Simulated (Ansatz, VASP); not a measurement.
KCl: VASP beside Ansatz

The input POSCAR:

```
KCl
1.0
    3.7704587425      0.0000000000      0.0000000000
    0.0000000000      3.7704587425      0.0000000000
    0.0000000000      0.0000000000      3.7704587425
K Cl
1 1
Direct
    0.0000000000      0.0000000000      0.0000000000
    0.5000000000      0.5000000000      0.5000000000
```

INCAR.step1

```
PREC = Accurate
ENCUT = 600
ISMEAR = 0
SIGMA = 0.02
LREAL = False
LASPH = True
NELM = 80
GGA = PE
ALGO = Normal
EDIFF = 1E-4
LWAVE = True
LCHARG = False
```

Contents of INCAR.step2:

```
PREC = Accurate
ENCUT = 600
EDIFF = 1E-7
ISMEAR = 0
SIGMA = 0.02
LREAL = False
LASPH = True
NELM = 80
ALGO = Normal
ISIF = 3
LWAVE = False
LCHARG = False
METAGGA = R2SCAN
LMIXTAU = True
IBRION = 2
NSW = 100
EDIFFG = -0.005
ISTART = 1
```

The input KPOINTS:

```
regular mesh
0
Gamma
  6 6 6
```

Input for Ansatz:

```yaml
crystal:
  lattice:
    - [3.7704587602, 0.0, 0.0]
    - [0.0, 3.7704587602, 0.0]
    - [0.0, 0.0, 3.7704587602]
  atoms:
    - { symbol: K, position: [0.0, 0.0, 0.0] }
    - { symbol: Cl, position: [0.5, 0.5, 0.5] }
basis:
  ecutwfc: 500
kpoints:
  mp_grid: { grid: [6, 6, 6] }
hamiltonian:
  xc: r2scan
scf:
  occupations: { method: gaussian, width: 0.02 }
output:
  forces: true
  stress: true
  eigenvalues: true
relax:
  adjacent_minimum: "off"
  f_tol: 0.005
  max_steps: 80
  cell: { stress_tol: 0.05 }
```

Alike in both runs: task relaxation of cell and atoms; functional r2SCAN; k mesh 6 × 6 × 6; occupations gaussian, width 0.02 eV; no spin polarisation.

```csv
,VASP,Ansatz
version,VASP 6.6.1,Ansatz 0.2.0
potentials or method,"VASP PAW PBE potentials, release 64 (K_sv, Cl), cutoff 600 eV","scalar-relativistic, plane waves, PAW"
valence electrons in the cell,16,16
```

VASP gave:

```
gap on the k mesh at the Fermi level, each at its own relaxed structure (eV) : 5.81
relaxed volume (Å³/atom)                                                     : 26.80
relaxed cell length with the largest relative difference (Å)                 : 3.770
```

What did Ansatz give for the same quantities?

gap on the k mesh at the Fermi level, each at its own relaxed structure (eV): 5.80; relaxed volume (Å³/atom): 26.80; relaxed cell length with the largest relative difference (Å): 3.770.

VASP's potentials were made for PBE, not for r2SCAN.

Noted on VASP's run: the relaxation stopped at its first step, so nothing moved.
